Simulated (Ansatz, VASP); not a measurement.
C in VASP and in Ansatz

Contents of INCAR:

```
PREC = Accurate ; ENCUT = 600
EDIFF = 1E-6 ; ISMEAR = 0
SIGMA = 0.01 ; LREAL = F
LASPH = T ; NELM = 120
ALGO = Normal ; ISIF = 2
LWAVE = F ; LCHARG = F
GGA = PE ; NBANDS = 11
GGA_COMPAT = F
```

The input KPOINTS:

```
regular mesh
0
Gamma
  14 14 14
```

File POSCAR:

```
C
1.0
    0.0000000000      1.7834000000      1.7834000000
    1.7834000000      0.0000000000      1.7834000000
    1.7834000000      1.7834000000      0.0000000000
C
2
Direct
    0.5000000000      0.5000000000      0.5000000000
    0.7500000000      0.7500000000      0.7500000000
```

Input for Ansatz:

```yaml
crystal:
  lattice:
    - [0.0, 1.7834, 1.7834]
    - [1.7834, 0.0, 1.7834]
    - [1.7834, 1.7834, 0.0]
  atoms:
    - { symbol: C, position: [0.5, 0.5, 0.5] }
    - { symbol: C, position: [0.75, 0.75, 0.75] }
hamiltonian:
  xc: pbe
  pseudopotentials: { kind: paw }
basis:
  ecutwfc: 420
kpoints:
  mp_grid: { grid: [14, 14, 14] }
scf:
  occupations: { method: fixed }
  lower_state_search: "off"
  max_iter: 50
output:
  forces: true
  stress: true
```

Alike in both runs: task single point; functional PBE; k mesh 14 × 14 × 14; no spin polarisation.

```csv
,VASP,Ansatz
version,VASP 6.6.1,Ansatz 0.2.0
potentials or method,"VASP PAW PBE potentials, release 64 (C), cutoff 600 eV","PAW, plane waves, scalar-relativistic"
occupations,"gaussian, width 0.01 eV",fixed
valence electrons in the cell,8,8
```

|  | VASP | Ansatz | Ansatz less VASP |
| --- | --- | --- | --- |
| pressure (GPa) | 1.8 | 1.8 | 0.00 |
